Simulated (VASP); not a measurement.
# Ta4N (Pm-3m) in VASP: a series of runs

Runs on Ta4N. Level: PBE. Tasks: single point, relaxation of cell and atoms.

Everything below comes from runs of VASP 6.6.1. Logs are shortened: lines on timing, memory, paths and dates and some standing lists are left out, and cuts for length are marked.

## (1) The cell of the first run

The structure is cubic, space group Pm-3m (No. 221). Conventional cell: a = 4.230 Å, b = 4.230 Å, c = 4.230 Å, α = 90.00°, β = 90.00°, γ = 90.00°. Ta (site symmetry 4/mmm) has 2 N at 2.12 Å within 2.8 Å. Within 3.9 Å of Ta (site symmetry m-3m) lie 12 Ta at 2.99 Å and 8 N at 3.66 Å. N (site symmetry m-3m) has 6 Ta at 2.12 Å within 2.8 Å.

The cell was built from a structure type or drawn by symmetry, and may not be a known phase.

## (2) Single point, PBE

Input file INCAR:

```
SYSTEM = Ta4N
PREC = Accurate
ENCUT = 520
EDIFF = 1E-6
ISMEAR = 0
SIGMA = 0.1
LREAL = .FALSE.
LASPH = .TRUE.
NELM = 80
ALGO = Normal
ISIF = 2
LWAVE = .FALSE.
LCHARG = .FALSE.
GGA = PE
NBANDS = 32
```

Input file KPOINTS:

```
Automatic mesh
0
G
  4 4 4
  0 0 0
```

Input file POSCAR:

```
Ta4N
1.0
    4.2303127500      0.0000000000      0.0000000000
    0.0000000000      4.2303127500      0.0000000000
    0.0000000000      0.0000000000      4.2303127500
Ta N
4 1
Direct
    0.5000000000      0.0000000000      0.0000000000
    0.0000000000      0.5000000000      0.0000000000
    0.0000000000      0.0000000000      0.5000000000
    0.5000000000      0.5000000000      0.5000000000
    0.0000000000      0.0000000000      0.0000000000
```

Potentials or basis: VASP PAW PBE potentials, release 64 (Ta_pv, N).

Started as:

```sh
> cat potpaw_PBE.64/Ta_pv/POTCAR potpaw_PBE.64/N/POTCAR > POTCAR
> mpirun -np 1 vasp_std > vasp.out
```

OUTCAR:

```text
SYSTEM = Ta4N
   PREC = Accurate
   ENCUT = 520
   EDIFF = 1E-6
   ISMEAR = 0
   LREAL = .FALSE.
   LASPH = .TRUE.
   NELM = 80
   ISIF = 2
   GGA = PE

 ion  position               nearest neighbor table
   1  0.500  0.000  0.000-   5 2.12   5 2.12   4 2.99   2 2.99   3 2.99   4 2.99   2 2.99   4 2.99
                             4 2.99   2 2.99   3 2.99   3 2.99   3 2.99   2 2.99
   2  0.000  0.500  0.000-   5 2.12   5 2.12   4 2.99   1 2.99   3 2.99   4 2.99   1 2.99   3 2.99
                             3 2.99   3 2.99   1 2.99   4 2.99   4 2.99   1 2.99
   3  0.000  0.000  0.500-   5 2.12   5 2.12   4 2.99   1 2.99   1 2.99   2 2.99   2 2.99   2 2.99
                             4 2.99   2 2.99   1 2.99   4 2.99   1 2.99   4 2.99
   4  0.500  0.500  0.500-   1 2.99   2 2.99   3 2.99   1 2.99   2 2.99   1 2.99   3 2.99   1 2.99
                             2 2.99   3 2.99   2 2.99   3 2.99
   5  0.000  0.000  0.000-   1 2.12   2 2.12   3 2.12   3 2.12   2 2.12   1 2.12

  LATTYP: Found a simple cubic cell.
 ALAT       =     4.2303127500

  Lattice vectors:

 A1 = (   4.2303127500,   0.0000000000,   0.0000000000)
 A2 = (   0.0000000000,   4.2303127500,   0.0000000000)
 A3 = (   0.0000000000,   0.0000000000,   4.2303127500)

Analysis of symmetry for initial positions (statically):
=====================================================================
 Subroutine PRICEL returns:
 Original cell was already a primitive cell.

 Routine SETGRP: Setting up the symmetry group for a
 simple cubic supercell.

 Subroutine GETGRP returns: Found 48 space group operations
 (whereof 48 operations were pure point group operations)
 out of a pool of 48 trial point group operations.

The static configuration has the point symmetry O_h .

Analysis of symmetry for dynamics (positions and initial velocities):
=====================================================================
 Subroutine PRICEL returns:
 Original cell was already a primitive cell.

 Routine SETGRP: Setting up the symmetry group for a
 simple cubic supercell.

 Subroutine GETGRP returns: Found 48 space group operations
 (whereof 48 operations were pure point group operations)
 out of a pool of 48 trial point group operations.

The dynamic configuration has the point symmetry O_h .

 Subroutine INISYM returns: Found 48 space group operations
 (whereof 48 operations are pure point group operations),
 and found     1 'primitive' translations

----------------------------------------------------------------------------------------
[... 80 lines left out ...]
   LSORBIT =      F    spin-orbit coupling
   LASPH  =      T    aspherical Exc in radial PAW
   ENCUT  =  520.0 eV  38.22 Ry    6.18 a.u.   7.87  7.87  7.87*2*pi/ulx,y,z
   NELM   =     80;   NELMIN=  2; NELMDL= -5     # of ELM steps
   EDIFF  = 0.1E-05   stopping-criterion for ELM
   LREAL  =      F    real-space projection
[... 7 lines left out ...]
   TEBEG  =    0.0;   TEEND  =   0.0 temperature during run
   PSTRESS=    0.0 pullay stress
   NELECT =      49.0000    total number of electrons
   NUPDOWN=      -1.0000    fix difference up-down
   EMIN   =  10.00;   EMAX   =-10.00  energy-range for DOS
   EFERMI =   0.00;   METHOD = LEGACY
   ISMEAR =     0;   SIGMA  =   0.10  broadening in eV -4-tet -1-fermi 0-gaus
   EFERMI_NEDOS =   21; number of points for ismear=-14 and -15
   IALGO  =     38    algorithm
   IMIX   =      4    mixing-type and parameters
     AMIX     =   0.40;   BMIX     =  1.00
     AMIX_MAG =   1.60;   BMIX_MAG =  1.00
  volume/ion in A,a.u.               =      15.14       102.17
  Fermi-wavevector in a.u.,A,eV,Ry     =   1.416123  2.676085 27.285192  2.005405
  Thomas-Fermi vector in A             =   2.537490
   LORBIT       =      0    0 simple, 1 ext, 2 COOP (PROOUT), +10 PAW based schemes
   GGA     = PE    functional components
   LHFCALC =     F    Hartree Fock is set to
   AEXX    =    0.0000 exact exchange contribution
   IVDW    =     0    specifies the selected vdW correction
   LEPSILON=     F    determine dielectric tensor
   LRPA    =     F    only Hartree local field effects (RPA)
 non-spin polarized calculation
 Gauss-broadening in eV      SIGMA  =   0.10
  energy-cutoff  :      520.00
  volume of cell :       75.70
 maximum number of plane-waves:      2064
 NGX is ok and might be reduce to    32
   NGX = 15   NGY = 15   NGZ = 15

 number of electron      48.9999984 magnetization

 Free energy of the ion-electron system (eV)
  ---------------------------------------------------
  ext. energy  EPLUGINS =         0.00000000
  ---------------------------------------------------
  free energy    TOTEN  =       -57.62960118 eV

  energy without entropy =      -57.60595682  energy(sigma->0) =      -57.61777900

 E-fermi :   6.5264     XC(G=0): -12.8125

 val. band max:        6.4914300801   @ k =   0.5000   0.2500   0.0000
 cond. band min:       6.5607267297   @ k =   0.0000   0.0000   0.0000
 fundamental gap:      0.0692966496
 Fermi energy:         6.5264134543

 k-point     1 :       0.0000    0.0000    0.0000
  band No.  band energies     occupation
      1     -28.3051      2.00000
      2     -28.3051      2.00000
      3     -28.3050      2.00000
      4     -27.7450      2.00000
      5     -27.7450      2.00000
      6     -27.7450      2.00000
[... 339 lines left out ...]
     31      10.7603      0.00000
     32      11.9691      0.00000

------------------------ aborting loop because EDIFF is reached ----------------------------------------

  FORCE on cell =-STRESS in cart. coord.  units (eV):
  Direction    XX          YY          ZZ          XY          YZ          ZX
  --------------------------------------------------------------------------------------
  -------------------------------------------------------------------------------------
  Total        5.5086655      5.5086655      5.5086655      0.0000000      0.0000000     -0.0000000
  in kB      116.5841611    116.5841611    116.5841611      0.0000000      0.0000000     -0.0000000
  external PRESSURE =     116.5841611 kB  Pullay stress =       0.0000000 kB

 VOLUME and BASIS-vectors are now :
 -----------------------------------------------------------------------------
  energy-cutoff  :      520.00
  volume of cell :       75.70
      direct lattice vectors                 reciprocal lattice vectors
     4.230312750  0.000000000  0.000000000     0.236389142  0.000000000  0.000000000
     0.000000000  4.230312750  0.000000000     0.000000000  0.236389142  0.000000000
     0.000000000  0.000000000  4.230312750     0.000000000  0.000000000  0.236389142

 POSITION                                       TOTAL-FORCE (eV/Angst)
 -----------------------------------------------------------------------------------
      2.11516      0.00000      0.00000         0.000000      0.000000      0.000000
      0.00000      2.11516      0.00000         0.000000      0.000000      0.000000
      0.00000      0.00000      2.11516         0.000000      0.000000      0.000000
      2.11516      2.11516      2.11516         0.000000      0.000000      0.000000
      0.00000      0.00000      0.00000         0.000000      0.000000      0.000000
 -----------------------------------------------------------------------------------
    total drift:                                0.000000      0.000000     -0.000000

  FREE ENERGIE OF THE ION-ELECTRON SYSTEM (eV)
  ---------------------------------------------------
  free  energy   TOTEN  =       -57.6296011781 eV

  energy  without entropy=      -57.6059568201  energy(sigma->0) =      -57.61777900
```

OSZICAR:

```text
N       E                     dE             d eps       ncg     rms          rms(c)
DAV:   1     0.462718764457E+03    0.46272E+03   -0.26988E+04   640   0.159E+03
DAV:   2    -0.384459065661E+02   -0.50116E+03   -0.48557E+03   696   0.467E+02
DAV:   3    -0.616256200847E+02   -0.23180E+02   -0.22507E+02   792   0.907E+01
DAV:   4    -0.621507792179E+02   -0.52516E+00   -0.52295E+00   784   0.131E+01
DAV:   5    -0.621647956479E+02   -0.14016E-01   -0.14014E-01   816   0.170E+00    0.353E+01
DAV:   6    -0.581043416571E+02    0.40605E+01   -0.17897E+01   856   0.218E+01    0.169E+01
DAV:   7    -0.577203759660E+02    0.38397E+00   -0.13484E+00   776   0.779E+00    0.756E+00
DAV:   8    -0.576443633236E+02    0.76013E-01   -0.46567E-01   776   0.532E+00    0.115E+00
DAV:   9    -0.576309617222E+02    0.13402E-01   -0.58624E-02   776   0.219E+00    0.503E-01
DAV:  10    -0.576299921169E+02    0.96961E-03   -0.11108E-02   824   0.706E-01    0.207E-01
DAV:  11    -0.576296057840E+02    0.38633E-03   -0.29141E-03   840   0.326E-01    0.270E-02
DAV:  12    -0.576296054308E+02    0.35328E-06   -0.17291E-04   776   0.796E-02    0.211E-02
DAV:  13    -0.576296015556E+02    0.38751E-05   -0.35788E-05   800   0.347E-02    0.990E-03
DAV:  14    -0.576296011781E+02    0.37756E-06   -0.60882E-06   736   0.150E-02
   1 F= -.57629601E+02 E0= -.57617779E+02  d E =-.236444E-01
```

Run time: 28 s. Hardware: 1 thread of AMD EPYC 7R43 (Zen 3), shared host; peak memory 0.15 GiB.

Results:

- Free energy: -57.6296 eV
- Pressure: 11.7 GPa
- Band gap on the k mesh: zero (an odd number of electrons rules out a gap without spin polarisation)

Caveat: the k points lie up to 0.37 Å⁻¹ apart, too coarse for converged energies and pressures of a metal; spin-orbit coupling is left out, which moves the levels of the heavy elements.

## (3) Single point, PBE

This run uses another cell than the first one, of 15.80 Å³/atom.

Input file INCAR:

```
PREC = Accurate
ENCUT = 520
EDIFF = 1E-6
ISMEAR = 0
SIGMA = 0.1
LREAL = False
LASPH = True
NELM = 60
ALGO = Normal
ISIF = 2
LWAVE = False
LCHARG = False
GGA = PE
NBANDS = 32
```

Input file KPOINTS:

```
Automatic mesh
0
Gamma
  4 4 4
```

Edit POSCAR of step 2 so:

```diff
@@ -2,5 +2,5 @@
 1.0
-    4.2303127500      0.0000000000      0.0000000000
-    0.0000000000      4.2303127500      0.0000000000
-    0.0000000000      0.0000000000      4.2303127500
+    4.2908685883      0.0000000000      0.0000000000
+    0.0000000000      4.2908685883      0.0000000000
+    0.0000000000      0.0000000000      4.2908685883
 Ta N
```

Potentials or basis: VASP PAW PBE potentials, release 64 (Ta_pv, N).

Started as:

```sh
> cat potpaw_PBE.64/Ta_pv/POTCAR potpaw_PBE.64/N/POTCAR > POTCAR
> mpirun -np 1 vasp_std > vasp.out
```

Run time: 28 s. Hardware: 1 thread of AMD EPYC 7R43 (Zen 3), shared host; peak memory 0.15 GiB.

It converged, with:

```
Free energy            : -57.7493 eV
Pressure               : 0.3 GPa
Band gap on the k mesh : zero (an odd number of electrons rules out a gap without spin polarisation)
```

Levels at points of the mesh, in eV from the Fermi level:
| k point | band 21 | band 22 | band 23 | band 24 | band 25 | band 26 | band 27 | band 28 |
| --- | --- | --- | --- | --- | --- | --- | --- | --- |
| (0.00, 0.00, 0.00) | -3.60 | -3.60 | 0.04 | 0.04 | 0.04 | 2.57 | 2.57 | 3.93 |
| (0.50, 0.00, 0.00) | -1.85 | -1.58 | -1.58 | 0.17 | 0.17 | 0.30 | 1.12 | 1.69 |
| (0.50, 0.50, 0.00) | -1.56 | -1.56 | -1.34 | -0.96 | -0.27 | -0.27 | 1.51 | 1.58 |
| (0.50, 0.50, 0.50) | -0.04 | -0.04 | -0.04 | 0.12 | 0.12 | 0.30 | 0.30 | 0.30 |

Caveat: the k points lie up to 0.37 Å⁻¹ apart, too coarse for converged energies and pressures of a metal; spin-orbit coupling is left out, which moves the levels of the heavy elements.

(Continued in part 2 of 2.)
